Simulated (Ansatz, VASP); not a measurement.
## One calculation of SnTe, two programs

The input POSCAR:

```
SnTe
1.0
    0.0000000000      3.1462670000      3.1462670000
    3.1462670000      0.0000000000      3.1462670000
    3.1462670000      3.1462670000      0.0000000000
Te Sn
1 1
Direct
    0.5000000000      0.5000000000      0.5000000000
    0.0000000000      0.0000000000      0.0000000000
```

The input INCAR.step1:

```
  PREC = Accurate
  ENCUT = 520
  ISMEAR = 0
  SIGMA = 0.042
  LREAL = False
  LASPH = True
  NELM = 80
  NBANDS = 17
  GGA = PE
  ALGO = Normal
  EDIFF = 1E-4
  LWAVE = True
  LCHARG = False
```

Contents of INCAR.step2:

```
  PREC = Accurate
  ENCUT = 520
  EDIFF = 1E-6
  ISMEAR = 0
  SIGMA = 0.042
  LREAL = False
  LASPH = True
  NELM = 80
  ALGO = Normal
  ISIF = 2
  LWAVE = False
  LCHARG = False
  METAGGA = R2SCAN
  LMIXTAU = True
  NBANDS = 17
  ISTART = 1
```

Contents of KPOINTS:

```
Automatic mesh
0
Gamma
  7 7 7
```

Input for Ansatz:

```yaml
crystal:
  lattice:
    - [0.0, 3.146267, 3.146267]
    - [3.146267, 0.0, 3.146267]
    - [3.146267, 3.146267, 0.0]
  atoms:
    - { symbol: Te, position: [0.5, 0.5, 0.5] }
    - { symbol: Sn, position: [0.0, 0.0, 0.0] }
  symmetry: { tolerance: 0.0003 }
kpoints:
  mp_grid: { grid: [7, 7, 7], shift: [0, 0, 0] }
  band_path:
    path:
      - [0.0, 0.0, 0.0]
      - [0.5, 0.0, 0.5]
      - [0.625, 0.25, 0.625]
      - [0.375, 0.375, 0.75]
      - [0.0, 0.0, 0.0]
      - [0.5, 0.5, 0.5]
      - [0.5, 0.25, 0.75]
      - [0.5, 0.0, 0.5]
    npoints: 8
magnetization:
  spin_polarized: false
scf:
  occupations: { method: gaussian, width: 0.042 }
  lower_state_search: "off"
  max_iter: 200
hamiltonian:
  pseudopotentials: { kind: paw }
  xc: r2scan
basis:
  ecutwfc: 500
  fft_grid_basis: typed
output:
  forces: true
  stress: true
  eigenvalues: true
  bader: true
  populations: true
  elf: true
  write_potential: true
  volumetric_format: npy
  dos:
    e_range: [-12, 8]
    de: 0.05
    projected: { site_lists: { Sn: [Sn], Te: [Te] } }
checkpoint:
  read: saved_state
```

Alike in both runs: task single point; functional r2SCAN; k mesh 7 × 7 × 7; occupations gaussian, width 0.042 eV; no spin polarisation.

```csv
,VASP,Ansatz
version,VASP 6.6.1,Ansatz 0.2.0
potentials or method,"VASP PAW PBE potentials, release 64 (Te, Sn_d), cutoff 520 eV",PAW plane waves
valence electrons in the cell,20,30
```

|  | VASP | Ansatz | Ansatz less VASP |
| --- | --- | --- | --- |
| pressure (GPa) | 1.7 | 1.7 | -0.01 |

VASP's potentials were made for PBE, not for r2SCAN. VASP's potentials hold 20 valence electrons a cell and Ansatz's 30, so a difference there can come from the potentials and not from the codes.

Neither program's run includes spin-orbit coupling.
